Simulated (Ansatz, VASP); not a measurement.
# AlN in VASP and in Ansatz

```
Al N
1.0
    -3.13024    0.00000    0.00000
    -1.56512   -2.71087    0.00000
    -0.31302    0.00000   10.03596
Al N
4 4
Direct
  0.24287 0.33333 0.90461
  0.29287 0.33333 0.40461
  0.65121 0.66667 0.15461
  0.60121 0.66667 0.65461
  0.32379 0.33333 0.09539
  0.27379 0.33333 0.59539
  0.63213 0.66667 0.34539
  0.58213 0.66667 0.84539
```

Alike in both runs: task single point; functional PBE; k mesh 8 × 8 × 3; occupations gaussian, width 0.05 eV; no spin polarisation.

```csv
,VASP,Ansatz
version,VASP 6.6.1,Ansatz 0.2.0
potentials or method,"VASP PAW PBE potentials, release 64 (Al, N)","scalar-relativistic, plane waves, PAW"
plane-wave cutoff (eV),520,420
valence electrons in the cell,32,32
```

```tsv
	VASP	Ansatz	Ansatz less VASP
gap on the k mesh at the Fermi level (eV)	3.91	3.90	-0.009
pressure (GPa)	-0.4	-0.2	+0.27
traceless stress, the component that is largest in VASP (GPa)	3.14	3.12	-0.019
rms of the force components (eV/Å)	0.174	0.173	-0.0007
```

Atom by atom the forces differ by 0.001 eV/Å (rms over components).
